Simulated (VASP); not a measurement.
Cr: single point with PBE

The system is Cr.

```
CELL_PARAMETERS angstrom
2.96890 0.00000 0.00000
0.00000 2.96890 0.00000
0.00000 0.00000 2.96890
ATOMIC_POSITIONS crystal
Cr 0.00000 0.00000 0.00000
Cr 0.50000 0.50000 0.50000
```

```yaml
Program: VASP 6.6.1
Task: single point
Functional: PBE
Potentials_or_basis: VASP PAW PBE potentials, release 64 (Cr_sv)
Cutoff: 700 eV
k_mesh: 2 × 2 × 2
Occupations: gaussian, width 0.1 eV
Spin: collinear spin, antiferromagnetic start
Starting_moments: "[-3.0, 3.0] μB"
```

```yaml
Pressure: -6.8 GPa
Band_gap_on_the_k_mesh: zero (filled and empty bands overlap)
Net_moment: 0.00 μB per cell
Site_moments: Cr -1.47, +1.47 μB
Valence_electrons_inside_the_program's_atomic_spheres: Cr 11.75
```

Levels at points of the mesh, in eV from the Fermi level:
Spin up:
```csv
k point,band 11,band 12,band 13,band 14,band 15,band 16,band 17,band 18
"(0.00, 0.00, 0.00)",-4.22,-1.42,-1.42,-1.42,0.64,0.64,2.05,2.05
"(0.50, 0.00, 0.00)",-2.33,-1.58,-1.57,-1.57,-0.69,0.08,0.08,1.18
"(0.50, 0.50, 0.00)",-2.67,-2.67,0.02,0.02,0.44,0.59,0.65,1.38
"(0.50, 0.50, 0.50)",-3.16,-2.02,-2.02,-2.02,0.49,0.49,1.43,1.43
```
Spin down:
```csv
k point,band 12,band 13,band 14,band 15,band 16,band 17
"(0.00, 0.00, 0.00)",-1.42,-1.42,-1.42,0.64,0.64,2.05
"(0.50, 0.00, 0.00)",-1.58,-1.57,-1.57,-0.69,0.08,0.08
"(0.50, 0.50, 0.00)",-2.67,0.02,0.02,0.44,0.59,0.65
"(0.50, 0.50, 0.50)",-2.02,-2.02,-2.02,0.49,0.49,1.43
```

It took 15 s on 1 thread of Intel(R) Xeon(R) Platinum 8375C CPU @ 2.90GHz (Ice Lake) (shared host), peak memory 0.16 GiB.

Caveat: the k points lie up to 1.06 Å⁻¹ apart, too coarse for converged energies and pressures of a metal; the antiferromagnetic order is the one typed at the start, and another may lie lower.
